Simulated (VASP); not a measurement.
# HfC (R-3m) in VASP: notebook

HfC is run at these levels: PBEsol; tasks: electric field gradients.

Everything below comes from runs of VASP 6.6.1. Logs are shortened: lines on timing, memory, paths and dates and some standing lists are left out, and cuts for length are marked.

**1. The cell of the first run**

It takes space group R-3m (No. 166, trigonal). The conventional cell has a = 3.337 Å, b = 3.337 Å, c = 7.812 Å, α = 90.00°, β = 90.00°, γ = 120.00°. Within 3.1 Å of Hf (site symmetry -3m) lie 6 C at 2.33 Å. C (site symmetry -3m) has 6 Hf at 2.33 Å within 3.1 Å.

**2. Electric field gradients, PBEsol (equal xy, yz and zx shear strains of -3 %)**

The input, INCAR:

```
SYSTEM = HfC
PREC = Accurate ; ENCUT = 520
EDIFF = 1E-8 ; ISMEAR = -1
SIGMA = 0.05 ; LREAL = .False.
LASPH = .True. ; NELM = 80
ALGO = Normal ; ISIF = 2
LWAVE = .False. ; LCHARG = .False.
GGA = PS ; LEFG = .True.
NBANDS = 14
```

The input, KPOINTS:

```
Automatic mesh
0
Gamma
  15 15 15
  0 0 0
```

The input, POSCAR:

```
HfC
1.0
   -0.0697500000      2.2901250000      2.2901250000
    2.2901250000     -0.0697500000      2.2901250000
    2.2901250000      2.2901250000     -0.0697500000
Hf C
1 1
Direct
    0.5000000000      0.5000000000      0.5000000000
    0.0000000000      0.0000000000      0.0000000000
```

Potentials or basis: VASP PAW PBE potentials, release 64 (Hf_pv, C).

Started as:

```
$ cat potpaw_PBE.64/Hf_pv/POTCAR potpaw_PBE.64/C/POTCAR > POTCAR
$ mpirun -np 1 vasp_std > vasp.out
```

OUTCAR:

```text
SYSTEM = HfC
   PREC = Accurate
   ENCUT = 520
   EDIFF = 1E-8
   ISMEAR = -1
   LREAL = .False.
   LASPH = .True.
   NELM = 80
   ISIF = 2
   GGA = PS

 ion  position               nearest neighbor table
   1  0.500  0.500  0.500-   2 2.33   2 2.33   2 2.33   2 2.33   2 2.33   2 2.33
   2  0.000  0.000  0.000-   1 2.33   1 2.33   1 2.33   1 2.33   1 2.33   1 2.33

  LATTYP: Found a trigonal (rhomboedric) cell.
 ALAT       =     3.2394768241
 COS(alpha) =     0.4693254694

  Lattice vectors:

 A1 = (  -0.0697500000,   2.2901250000,   2.2901250000)
 A2 = (   2.2901250000,  -0.0697500000,   2.2901250000)
 A3 = (   2.2901250000,   2.2901250000,  -0.0697500000)

Analysis of symmetry for initial positions (statically):
=====================================================================
 Subroutine PRICEL returns:
 Original cell was already a primitive cell.

 Routine SETGRP: Setting up the symmetry group for a
 trigonal (rhombohedral) supercell.

 Subroutine GETGRP returns: Found 12 space group operations
 (whereof 12 operations were pure point group operations)
 out of a pool of 12 trial point group operations.

The static configuration has the point symmetry D_3d.

Analysis of symmetry for dynamics (positions and initial velocities):
=====================================================================
 Subroutine PRICEL returns:
 Original cell was already a primitive cell.

 Routine SETGRP: Setting up the symmetry group for a
 trigonal (rhombohedral) supercell.

 Subroutine GETGRP returns: Found 12 space group operations
 (whereof 12 operations were pure point group operations)
 out of a pool of 12 trial point group operations.

The dynamic configuration has the point symmetry D_3d.

 Subroutine INISYM returns: Found 12 space group operations
 (whereof 12 operations are pure point group operations),
 and found     1 'primitive' translations

----------------------------------------------------------------------------------------

                                     Primitive cell

  volume of cell :      25.1190

  direct lattice vectors                    reciprocal lattice vectors
    -0.069750000  2.290125000  2.290125000    -0.208599202  0.215152056  0.215152056
     2.290125000 -0.069750000  2.290125000     0.215152056 -0.208599202  0.215152056
[... 136 lines left out ...]
 fundamental gap:      0.0289999974
 Fermi energy:         5.8117745726

 k-point     1 :       0.0000    0.0000    0.0000
  band No.  band energies     occupation
      1     -23.6981      2.00000
      2     -23.6981      2.00000
      3     -23.6642      2.00000
      4      -6.4809      2.00000
      5       6.7486      0.00000
      6       6.7486      0.00000
      7       6.9206      0.00000
      8       6.9206      0.00000
      9       7.0354      0.00000
     10       7.5733      0.00000
     11       9.2082      0.00000
     12       9.2082      0.00000
     13      12.6973      0.00000
     14      16.7884      0.00000
[... 377 lines left out ...]
      1     -23.8856      2.00000
      2     -23.7486      2.00000
      3     -23.7306      2.00000
      4      -5.5730      2.00000
      5       3.3339      2.00000
      6       4.9857      2.00000
      7       5.5437      1.99066
      8       6.5166      0.00000
      9       9.3218      0.00000
     10       9.4745      0.00000
     11      10.3897      0.00000
     12      12.0584      0.00000
     13      15.3095      0.00000
     14      19.2501      0.00000

 [... further k-points ...]

------------------------ aborting loop because EDIFF is reached ----------------------------------------

  FORCE on cell =-STRESS in cart. coord.  units (eV):
  Direction    XX          YY          ZZ          XY          YZ          ZX
  --------------------------------------------------------------------------------------
  -------------------------------------------------------------------------------------
  Total       -1.0720409     -1.0720409     -1.0720409      0.7509829      0.7509829      0.7509829
  in kB      -68.3784510    -68.3784510    -68.3784510     47.9002661     47.9002661     47.9002661
  external PRESSURE =     -68.3784510 kB  Pullay stress =       0.0000000 kB

 VOLUME and BASIS-vectors are now :
 -----------------------------------------------------------------------------
  energy-cutoff  :      520.00
  volume of cell :       25.12
      direct lattice vectors                 reciprocal lattice vectors
    -0.069750000  2.290125000  2.290125000    -0.208599202  0.215152056  0.215152056
     2.290125000 -0.069750000  2.290125000     0.215152056 -0.208599202  0.215152056
     2.290125000  2.290125000 -0.069750000     0.215152056  0.215152056 -0.208599202

 POSITION                                       TOTAL-FORCE (eV/Angst)
 -----------------------------------------------------------------------------------
      2.25525      2.25525      2.25525         0.000000     -0.000000      0.000000
      0.00000      0.00000      0.00000        -0.000000      0.000000     -0.000000
 -----------------------------------------------------------------------------------
    total drift:                                0.000000     -0.000000      0.000000

  FREE ENERGIE OF THE ION-ELECTRON SYSTEM (eV)
  ---------------------------------------------------
  free  energy   TOTEN  =       -22.1466347573 eV

  energy  without entropy=      -22.1445094822  energy(sigma->0) =      -22.14557212

 Electric field gradients (V/A^2)
---------------------------------------------------------------------
 ion       V_xx      V_yy      V_zz      V_xy      V_xz      V_yz
---------------------------------------------------------------------
   1       0.000    -0.000     0.000     3.467     3.467     3.467
   2       0.000     0.000     0.000     0.590     0.590     0.590
---------------------------------------------------------------------

 Electric field gradients after diagonalization (V/A^2)
 (convention: |V_zz| > |V_xx| > |V_yy|)
----------------------------------------------------------------------
 ion       V_xx      V_yy      V_zz     asymmetry (V_yy - V_xx)/ V_zz
----------------------------------------------------------------------
   1      -3.467    -3.467     6.934       0.000
   2      -0.590    -0.590     1.180       0.000
----------------------------------------------------------------------

           NMR quadrupolar parameters

 Cq : quadrupolar parameter    Cq=e*Q*V_zz/h
 eta: asymmetry parameters     (V_yy - V_xx)/ V_zz
 Q  : nuclear electric quadrupole moment in mb (millibarn)
----------------------------------------------------------------------
 ion       Cq(MHz)       eta       Q (mb)
----------------------------------------------------------------------
   1       0.017       0.000       1.000
   2       0.003       0.000       1.000
----------------------------------------------------------------------
```

It took 2.1 min on 1 thread of Intel Xeon 8259CL, shared host; peak memory 0.24 GiB.

Results:

```yaml
Free_energy: -22.1466 eV
Pressure: -6.8 GPa
Band_gap_on_the_k_mesh: zero (bands 7 and 8 overlap by 1.34 eV)
Largest_electric_field_gradient_by_atom: Hf +6.9; C +1.2 V/Å²
```

Levels at points of the mesh, in eV from the Fermi level:
| k point | band 4 | band 5 | band 6 | band 7 | band 8 | band 9 | band 10 | band 11 |
| --- | --- | --- | --- | --- | --- | --- | --- | --- |
| (0.00, 0.00, 0.00) | -12.29 | 0.94 | 0.94 | 1.11 | 1.11 | 1.22 | 1.76 | 3.40 |

Electric field gradients, principal values (V/Å²):
| atom | least | middle | greatest (by size) |
| --- | --- | --- | --- |
| 1 Hf | -3.467 | -3.467 | 6.934 |
| 2 C | -0.590 | -0.590 | 1.180 |

Caveat: the cell differs from its parent crystal (equal xy, yz and zx shear strains of -3 %); the cell stands under tension; without QUAD_EFG the Cq values of the log hold for a quadrupole moment of 1 mb, not for the nuclei; the PAW data sets were made with another functional, which shifts forces and pressure a little; spin-orbit coupling is left out, which moves the levels of the heavy elements.

**3. Electric field gradients, PBEsol (equal xy, yz and zx shear strains of -3 %)**

The input, INCAR:

```
  PREC = Accurate
  ENCUT = 520
  EDIFF = 1E-8
  ISMEAR = -1
  SIGMA = 0.05
  LREAL = F
  LASPH = T
  NELM = 60
  ALGO = Normal
  ISIF = 2
  LWAVE = F
  LCHARG = F
  GGA = PS
  LEFG = T
  NBANDS = 14
```

The input, KPOINTS:

```
regular mesh
0
Gamma
  15 15 15
```

POSCAR is that of step 2.

Potentials or basis: VASP PAW PBE potentials, release 64 (Hf_pv, C).

Started as:

```
$ cat potpaw_PBE.64/Hf_pv/POTCAR potpaw_PBE.64/C/POTCAR > POTCAR
$ mpirun -np 1 vasp_std > vasp.out
```

OUTCAR:

```text
PREC = Accurate
   ENCUT = 520
   EDIFF = 1E-8
   ISMEAR = -1
   LREAL = F
   LASPH = T
   NELM = 60
   ISIF = 2
   GGA = PS

 ion  position               nearest neighbor table
   1  0.500  0.500  0.500-   2 2.33   2 2.33   2 2.33   2 2.33   2 2.33   2 2.33
   2  0.000  0.000  0.000-   1 2.33   1 2.33   1 2.33   1 2.33   1 2.33   1 2.33

  LATTYP: Found a trigonal (rhomboedric) cell.
 ALAT       =     3.2394768241
 COS(alpha) =     0.4693254694

  Lattice vectors:

 A1 = (  -0.0697500000,   2.2901250000,   2.2901250000)
 A2 = (   2.2901250000,  -0.0697500000,   2.2901250000)
 A3 = (   2.2901250000,   2.2901250000,  -0.0697500000)

Analysis of symmetry for initial positions (statically):
=====================================================================
 Subroutine PRICEL returns:
 Original cell was already a primitive cell.

 Routine SETGRP: Setting up the symmetry group for a
 trigonal (rhombohedral) supercell.

 Subroutine GETGRP returns: Found 12 space group operations
 (whereof 12 operations were pure point group operations)
 out of a pool of 12 trial point group operations.

The static configuration has the point symmetry D_3d.

Analysis of symmetry for dynamics (positions and initial velocities):
=====================================================================
 Subroutine PRICEL returns:
 Original cell was already a primitive cell.

 Routine SETGRP: Setting up the symmetry group for a
 trigonal (rhombohedral) supercell.

 Subroutine GETGRP returns: Found 12 space group operations
 (whereof 12 operations were pure point group operations)
 out of a pool of 12 trial point group operations.

[... 551 lines left out ...]
      5       3.3339      2.00000
      6       4.9857      2.00000
      7       5.5437      1.99066
      8       6.5166      0.00000
      9       9.3218      0.00000
     10       9.4745      0.00000
     11      10.3897      0.00000
     12      12.0584      0.00000
     13      15.3095      0.00000
     14      19.2501      0.00000

 [... further k-points ...]

------------------------ aborting loop because EDIFF is reached ----------------------------------------

  FORCE on cell =-STRESS in cart. coord.  units (eV):
  Direction    XX          YY          ZZ          XY          YZ          ZX
  --------------------------------------------------------------------------------------
  -------------------------------------------------------------------------------------
  Total       -1.0720409     -1.0720409     -1.0720409      0.7509829      0.7509829      0.7509829
  in kB      -68.3784510    -68.3784510    -68.3784510     47.9002661     47.9002661     47.9002661
  external PRESSURE =     -68.3784510 kB  Pullay stress =       0.0000000 kB

 VOLUME and BASIS-vectors are now :
 -----------------------------------------------------------------------------
  energy-cutoff  :      520.00
  volume of cell :       25.12
      direct lattice vectors                 reciprocal lattice vectors
    -0.069750000  2.290125000  2.290125000    -0.208599202  0.215152056  0.215152056
     2.290125000 -0.069750000  2.290125000     0.215152056 -0.208599202  0.215152056
     2.290125000  2.290125000 -0.069750000     0.215152056  0.215152056 -0.208599202

 POSITION                                       TOTAL-FORCE (eV/Angst)
 -----------------------------------------------------------------------------------
      2.25525      2.25525      2.25525         0.000000     -0.000000      0.000000
      0.00000      0.00000      0.00000        -0.000000      0.000000     -0.000000
 -----------------------------------------------------------------------------------
    total drift:                                0.000000     -0.000000      0.000000

  FREE ENERGIE OF THE ION-ELECTRON SYSTEM (eV)
  ---------------------------------------------------
  free  energy   TOTEN  =       -22.1466347573 eV

  energy  without entropy=      -22.1445094822  energy(sigma->0) =      -22.14557212

 Electric field gradients (V/A^2)
---------------------------------------------------------------------
 ion       V_xx      V_yy      V_zz      V_xy      V_xz      V_yz
---------------------------------------------------------------------
   1       0.000    -0.000     0.000     3.467     3.467     3.467
   2       0.000     0.000     0.000     0.590     0.590     0.590
---------------------------------------------------------------------

 Electric field gradients after diagonalization (V/A^2)
 (convention: |V_zz| > |V_xx| > |V_yy|)
----------------------------------------------------------------------
 ion       V_xx      V_yy      V_zz     asymmetry (V_yy - V_xx)/ V_zz
----------------------------------------------------------------------
   1      -3.467    -3.467     6.934       0.000
   2      -0.590    -0.590     1.180       0.000
----------------------------------------------------------------------

           NMR quadrupolar parameters

 Cq : quadrupolar parameter    Cq=e*Q*V_zz/h
 eta: asymmetry parameters     (V_yy - V_xx)/ V_zz
 Q  : nuclear electric quadrupole moment in mb (millibarn)
----------------------------------------------------------------------
 ion       Cq(MHz)       eta       Q (mb)
----------------------------------------------------------------------
   1       0.017       0.000       1.000
   2       0.003       0.000       1.000
----------------------------------------------------------------------
```

Run time: 99 s. Hardware: 1 thread of Intel Xeon 8259CL, shared host; peak memory 0.24 GiB.

What came out:

```yaml
Free_energy: -22.1466 eV
Pressure: -6.8 GPa
Band_gap_on_the_k_mesh: zero (bands 7 and 8 overlap by 1.34 eV)
Largest_electric_field_gradient_by_atom: Hf +6.9; C +1.2 V/Å²
```

Electric field gradients, principal values (V/Å²):
```tsv
atom	least	middle	greatest (by size)
1 Hf	-3.467	-3.467	6.934
2 C	-0.590	-0.590	1.180
```

Caveat: the cell differs from its parent crystal (equal xy, yz and zx shear strains of -3 %); the cell stands under tension; without QUAD_EFG the Cq values of the log hold for a quadrupole moment of 1 mb, not for the nuclei; the PAW data sets were made with another functional, which shifts forces and pressure a little; spin-orbit coupling is left out, which moves the levels of the heavy elements.

[end of part 1 of 2]

The gap in the log of VASP goes by the Fermi energy; the results here count the filled bands.